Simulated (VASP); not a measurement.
# TiNi (Pm-3m) in VASP: further runs, part 2 of 2

VASP 6.6.1.

**3. Electric field gradients, r2SCAN (12.94 Å³/atom)**

This run uses another cell than the first one, of 12.94 Å³/atom.

Contents of POSCAR:

```
TiNi
1.0
    2.9578815801      0.0000000000      0.0000000000
    0.0000000000      2.9578815801      0.0000000000
    0.0000000000      0.0000000000      2.9578815801
Ti Ni
1 1
Direct
    0.5000000000      0.5000000000      0.5000000000
    0.0000000000      0.0000000000      0.0000000000
```

Contents of INCAR.step1:

```
SYSTEM = TiNi
PREC = Accurate
ENCUT = 520
ISMEAR = -1
SIGMA = 0.05
LREAL = .False.
LASPH = .True.
NELM = 80
NBANDS = 18
GGA = PE
ALGO = Normal
EDIFF = 1E-4
LWAVE = .True.
LCHARG = .False.
```

Contents of INCAR.step2:

```
SYSTEM = TiNi
PREC = Accurate
ENCUT = 520
EDIFF = 1E-8
ISMEAR = -1
SIGMA = 0.05
LREAL = .False.
LASPH = .True.
NELM = 80
ALGO = Normal
ISIF = 2
LWAVE = .False.
LCHARG = .False.
METAGGA = R2SCAN
LMIXTAU = .True.
LEFG = .True.
NBANDS = 18
ISTART = 1
```

Contents of KPOINTS:

```
Automatic mesh
0
Gamma
  14 14 14
  0 0 0
```

Potentials or basis: VASP PAW PBE potentials, release 64 (Ti_sv, Ni).

On the command line:

```sh
$ cat potpaw_PBE.64/Ti_sv/POTCAR potpaw_PBE.64/Ni/POTCAR > POTCAR
$ cp INCAR.step1 INCAR
$ mpirun -np 1 vasp_std > vasp.out
$ cp INCAR.step2 INCAR
$ mpirun -np 1 vasp_std > vasp.out
```

OUTCAR:

```text
SYSTEM = TiNi
   PREC = Accurate
   ENCUT = 520
   EDIFF = 1E-8
   ISMEAR = -1
   LREAL = .False.
   LASPH = .True.
   NELM = 80
   ISIF = 2
   METAGGA = R2SCAN
   ISTART = 1

 ion  position               nearest neighbor table
   1  0.500  0.500  0.500-   2 2.56   2 2.56   2 2.56   2 2.56   2 2.56   2 2.56   2 2.56   2 2.56

   2  0.000  0.000  0.000-   1 2.56   1 2.56   1 2.56   1 2.56   1 2.56   1 2.56   1 2.56   1 2.56

  LATTYP: Found a simple cubic cell.
 ALAT       =     2.9578815801

  Lattice vectors:

 A1 = (   2.9578815801,   0.0000000000,   0.0000000000)
 A2 = (   0.0000000000,   2.9578815801,   0.0000000000)
 A3 = (   0.0000000000,   0.0000000000,   2.9578815801)

Analysis of symmetry for initial positions (statically):
=====================================================================
 Subroutine PRICEL returns:
 Original cell was already a primitive cell.

 Routine SETGRP: Setting up the symmetry group for a
 simple cubic supercell.

 Subroutine GETGRP returns: Found 48 space group operations
 (whereof 48 operations were pure point group operations)
 out of a pool of 48 trial point group operations.

The static configuration has the point symmetry O_h .

Analysis of symmetry for dynamics (positions and initial velocities):
=====================================================================
 Subroutine PRICEL returns:
 Original cell was already a primitive cell.

 Routine SETGRP: Setting up the symmetry group for a
 simple cubic supercell.

 Subroutine GETGRP returns: Found 48 space group operations
 (whereof 48 operations were pure point group operations)
 out of a pool of 48 trial point group operations.

The dynamic configuration has the point symmetry O_h .

 Subroutine INISYM returns: Found 48 space group operations
 (whereof 48 operations are pure point group operations),
 and found     1 'primitive' translations

----------------------------------------------------------------------------------------

                                     Primitive cell

  volume of cell :      25.8787

  direct lattice vectors                    reciprocal lattice vectors
     2.957881580  0.000000000  0.000000000     0.338079796  0.000000000  0.000000000
     0.000000000  2.957881580  0.000000000     0.000000000  0.338079796  0.000000000
     0.000000000  0.000000000  2.957881580     0.000000000  0.000000000  0.338079796

  length of vectors
     2.957881580  2.957881580  2.957881580     0.338079796  0.338079796  0.338079796

  position of ions in fractional coordinates (direct lattice)
     0.500000000  0.500000000  0.500000000
     0.000000000  0.000000000  0.000000000

  ion indices of the primitive-cell ions
   primitive index   ion index
                 1           1
                 2           2

----------------------------------------------------------------------------------------

 KPOINTS: Automatic mesh

[... 72 lines left out ...]
   NFREE  =      0    steps in history (QN), initial steepest desc. (CG)
   ISIF   =      2    stress and relaxation
   ISYM   =      2    0-nonsym 1-usesym 2-fastsym
   POTIM  = 0.5000    time-step for ionic-motion
   TEBEG  =    0.0;   TEEND  =   0.0 temperature during run
   PSTRESS=    0.0 pullay stress
   NELECT =      22.0000    total number of electrons
   NUPDOWN=      -1.0000    fix difference up-down
   EMIN   =  10.00;   EMAX   =-10.00  energy-range for DOS
   EFERMI =   0.00;   METHOD = LEGACY
   ISMEAR =    -1;   SIGMA  =   0.05  broadening in eV -4-tet -1-fermi 0-gaus
   EFERMI_NEDOS =   21; number of points for ismear=-14 and -15
   IALGO  =     38    algorithm
   IMIX   =      4    mixing-type and parameters
     AMIX     =   0.40;   BMIX     =  1.00
     AMIX_MAG =   1.60;   BMIX_MAG =  1.00
  volume/ion in A,a.u.               =      12.94        87.32
  Fermi-wavevector in a.u.,A,eV,Ry     =   1.550845  2.930671 32.723629  2.405119
  Thomas-Fermi vector in A             =   2.655449
   LORBIT       =      0    0 simple, 1 ext, 2 COOP (PROOUT), +10 PAW based schemes
   METAGGA = R2SCAN    functional components
   LHFCALC =     F    Hartree Fock is set to
   AEXX    =    0.0000 exact exchange contribution
   IVDW    =     0    specifies the selected vdW correction
   LEPSILON=     F    determine dielectric tensor
   LRPA    =     F    only Hartree local field effects (RPA)
 non-spin polarized calculation
  energy-cutoff  :      520.00
  volume of cell :       25.88
 maximum number of plane-waves:       739
 NGX is ok and might be reduce to    24
   NGX = 11   NGY = 11   NGZ = 11

 number of electron      21.9999985 magnetization

 Free energy of the ion-electron system (eV)
  ---------------------------------------------------
  ext. energy  EPLUGINS =         0.00000000
  ---------------------------------------------------
  free energy    TOTEN  =       -25.56570894 eV

  energy without entropy =      -25.54519058  energy(sigma->0) =      -25.55544976

 E-fermi :   9.9967     XC(G=0): -13.7385

 val. band max:        9.9850026889   @ k =   0.3571   0.2143   0.2143
 cond. band min:      10.0023751637   @ k =   0.5000   0.4286   0.0000
 fundamental gap:      0.0173724748
 Fermi energy:         9.9967198229

 k-point     1 :       0.0000    0.0000    0.0000
  band No.  band energies     occupation
      1     -49.5532      2.00000
      2     -24.5926      2.00000
      3     -24.5926      2.00000
      4     -24.5926      2.00000
      5       1.5849      2.00000
      6       5.7567      2.00000
[... 481 lines left out ...]
      5       4.5170      2.00000
      6       6.2870      2.00000
[... 10 lines left out ...]
     17      19.8223      0.00000
     18      24.1352      0.00000

 [... further k-points ...]

------------------------ aborting loop because EDIFF is reached ----------------------------------------

  FORCE on cell =-STRESS in cart. coord.  units (eV):
  Direction    XX          YY          ZZ          XY          YZ          ZX
  --------------------------------------------------------------------------------------
  -------------------------------------------------------------------------------------
  Total        1.0195202      1.0195202      1.0195202     -0.0000000     -0.0000000      0.0000000
  in kB       63.1195724     63.1195724     63.1195724     -0.0000000     -0.0000000      0.0000000
  external PRESSURE =      63.1195724 kB  Pullay stress =       0.0000000 kB

 VOLUME and BASIS-vectors are now :
 -----------------------------------------------------------------------------
  energy-cutoff  :      520.00
  volume of cell :       25.88
      direct lattice vectors                 reciprocal lattice vectors
     2.957881580  0.000000000  0.000000000     0.338079796  0.000000000  0.000000000
     0.000000000  2.957881580  0.000000000     0.000000000  0.338079796  0.000000000
     0.000000000  0.000000000  2.957881580     0.000000000  0.000000000  0.338079796

 POSITION                                       TOTAL-FORCE (eV/Angst)
 -----------------------------------------------------------------------------------
      1.47894      1.47894      1.47894         0.000000      0.000000      0.000000
      0.00000      0.00000      0.00000         0.000000      0.000000      0.000000
 -----------------------------------------------------------------------------------
    total drift:                                0.000000      0.000000     -0.000000

  FREE ENERGIE OF THE ION-ELECTRON SYSTEM (eV)
  ---------------------------------------------------
  free  energy   TOTEN  =       -25.5657089419 eV

  energy  without entropy=      -25.5451905843  energy(sigma->0) =      -25.55544976

 Electric field gradients (V/A^2)
---------------------------------------------------------------------
 ion       V_xx      V_yy      V_zz      V_xy      V_xz      V_yz
---------------------------------------------------------------------
   1       0.000     0.000    -0.000     0.000    -0.000     0.000
   2      -0.000    -0.000    -0.000     0.000     0.000    -0.000
---------------------------------------------------------------------

 Electric field gradients after diagonalization (V/A^2)
 (convention: |V_zz| > |V_xx| > |V_yy|)
----------------------------------------------------------------------
 ion       V_xx      V_yy      V_zz     asymmetry (V_yy - V_xx)/ V_zz
----------------------------------------------------------------------
   1      -0.000     0.000     0.000       1.202
   2      -0.000    -0.000    -0.000      -0.313
----------------------------------------------------------------------

           NMR quadrupolar parameters

 Cq : quadrupolar parameter    Cq=e*Q*V_zz/h
 eta: asymmetry parameters     (V_yy - V_xx)/ V_zz
 Q  : nuclear electric quadrupole moment in mb (millibarn)
----------------------------------------------------------------------
 ion       Cq(MHz)       eta       Q (mb)
----------------------------------------------------------------------
   1       0.000       1.202       1.000
   2      -0.000      -0.313       1.000
----------------------------------------------------------------------
```

It took 3 min on 1 thread of Intel Xeon Platinum 8259CL at 2.50GHz (Skylake/Cascade Lake), shared host; peak memory 0.19 GiB.

What came out:

- Free energy: -25.5657 eV
- Pressure: 6.3 GPa
- Band gap on the k mesh: zero (bands 11 and 12 overlap by 1.90 eV)
- Largest electric field gradient by atom: under 0.05 V/Å² on every atom

Caveat: the cell stands under pressure; the PAW data sets were made with another functional, which shifts forces and pressure a little. Spin polarisation is off, so any magnetic state and its effect on volume and gap are missing.

The gap in the log of VASP goes by the Fermi energy; the results here count the filled bands.